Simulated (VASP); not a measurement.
Set up this calculation in VASP 6.6.1, as the native input.

* Task: relaxation of the atoms
* Functional: BLYP
* Dispersion: D4
* Potentials or basis: VASP PAW PBE potentials, release 64 (Hf_pv, B)
* Cutoff: 450 eV
* k mesh: 10 × 10 × 8
* Occupations: fermi-dirac, width 0.025 eV
* Spin: no spin polarisation
* Dipole correction: no
* Further INCAR settings: ALGO = Normal; EDIFF = 1e-07; IBRION = 2; EDIFFG = -0.01; NSW = 60

The structure of HfB2 lies in POSCAR:

```
HfB2
1.0
    3.1400000000      0.0000000000      0.0000000000
   -1.5700000000      2.7193197679      0.0000000000
    0.0000000000      0.0000000000      3.4800000000
Hf B
1 2
Direct
    0.0049420000      0.0038110000     -0.0011500000
    0.6660260000      0.3339060000      0.4948560000
    0.3271660000      0.6624430000      0.5002280000
```

This cell differs from its parent crystal: atoms moved at random.

These files were run (other wordings do the same):

INCAR

```
PREC = Accurate
ENCUT = 450
EDIFF = 1E-7
ISMEAR = -1
SIGMA = 0.025
LREAL = F
LASPH = T
NELM = 120
ALGO = Normal
ISIF = 2
LWAVE = F
LCHARG = F
GGA = B5
ALDAX = 1.0
AGGAX = 1.0
AGGAC = 1.0
ALDAC = 0.0
IVDW = 13
VDW_S6 = 1.0
VDW_S8 = 2.34076671
VDW_A1 = 0.44488865
VDW_A2 = 4.0933009
IBRION = 2
NSW = 60
EDIFFG = -0.01
GGA_COMPAT = F
NELMIN = 4
```

KPOINTS

```
Automatic mesh
0
Gamma
  10 10 8
```

Potentials or basis: VASP PAW PBE potentials, release 64 (Hf_pv, B).

Command:

```console
$ cat potpaw_PBE.64/Hf_pv/POTCAR potpaw_PBE.64/B/POTCAR > POTCAR
$ mpirun -np 1 vasp_std > vasp.out
```

It gave:

```yaml
Energy_gained_by_relaxing: 2.0 meV/atom
Ionic_steps: 6
Pressure_after_relaxing: -3.2 GPa
Band_gap_on_the_k_mesh: zero (bands 8 and 9 overlap by 0.84 eV)
Dispersion_energy_per_atom: -0.583 eV
```

Caveat: the cell differs from its parent crystal (atoms moved at random); the PAW data sets were made with another functional, which shifts forces and pressure a little; spin-orbit coupling is left out, which moves the levels of the heavy elements.

Wall time 2.3 min on 1 thread of Intel(R) Xeon(R) 6975P-C (Granite Rapids) (shared host), peak memory 0.25 GiB.
